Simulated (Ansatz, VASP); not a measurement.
## Two plane-wave programs on Re

```
CELL_PARAMETERS angstrom
2.74712 0.00000 0.00000
-1.37356 2.37907 0.00000
0.00000 0.00000 2.44819
ATOMIC_POSITIONS crystal
Re 0.00000 0.00000 0.00000
```

Alike in both runs: functional r2SCAN; k mesh 24 × 24 × 22; occupations gaussian, width 0.1 eV; no spin polarisation.

Ansatz relaxed the structure, and its values are those at the end. VASP's run is a single point on that final structure, the one shown.

```csv
,VASP,Ansatz
version,VASP 6.6.1,Ansatz 0.2.0
potentials or method,"VASP PAW PBE potentials, release 64 (Re), cutoff 520 eV","scalar-relativistic, plane waves, PAW"
valence electrons in the cell,7,15
```

```tsv
	VASP	Ansatz	Ansatz less VASP
gap on the k mesh at the Fermi level (eV)	none	none	-
pressure (GPa)	-0.7	0.0	+0.70
```

VASP's potentials were made for PBE, not for r2SCAN. A gap of «none» marks a metal or a gap that the smearing closes. VASP's potentials hold 7 valence electrons a cell and Ansatz's 15, so a difference there can come from the potentials and not from the codes.

Spin-orbit coupling is off throughout.
